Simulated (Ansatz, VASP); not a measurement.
# Mo: VASP beside Ansatz

The input INCAR:

```
  PREC = Accurate
  ENCUT = 520
  EDIFF = 1E-7
  ISMEAR = 1
  SIGMA = 0.1
  LREAL = False
  LASPH = True
  NELM = 100
  ALGO = Normal
  ISIF = 2
  LWAVE = False
  LCHARG = True
  LELF = True
  LVHAR = True
  NBANDS = 13
```

KPOINTS

```
Automatic mesh
0
Gamma
  13 13 13
```

File POSCAR:

```
Mo
1.0
   -1.5412954772      1.5412954772      1.5412954772
    1.5412954772     -1.5412954772      1.5412954772
    1.5412954772      1.5412954772     -1.5412954772
Mo
1
Direct
    0.0000000000      0.0000000000      0.0000000000
```

Input for Ansatz:

```yaml
crystal:
  lattice:
    - [-1.5412954772446952, 1.5412954772446952, 1.5412954772446952]
    - [1.5412954772446952, -1.5412954772446952, 1.5412954772446952]
    - [1.5412954772446952, 1.5412954772446952, -1.5412954772446952]
  atoms:
    - { symbol: Mo, position: [0.0, 0.0, 0.0] }
basis:
  ecutwfc: 510.0
kpoints:
  mp_grid:
    grid: [13, 13, 13]
hamiltonian:
  xc: lda
  pseudopotentials:
    kind: paw
scf:
  occupations:
    method: cold
output:
  stress: true
```

Alike in both runs: task single point; functional LDA; k mesh 13 × 13 × 13; no spin polarisation.

```csv
,VASP,Ansatz
version,VASP 6.6.1,Ansatz 0.2.0
potentials or method,"VASP PAW LDA potentials, release 64 (Mo_sv), cutoff 520 eV","plane waves, PAW"
occupations,"methfessel-paxton of order 1, width 0.1 eV",cold
valence electrons in the cell,14,14
```

|  | VASP | Ansatz | Ansatz less VASP |
| --- | --- | --- | --- |
| pressure (GPa) | 9.7 | 8.3 | -1.36 |

LDA's correlation is that of Perdew and Zunger in VASP and of Perdew and Wang (1992) in Ansatz.
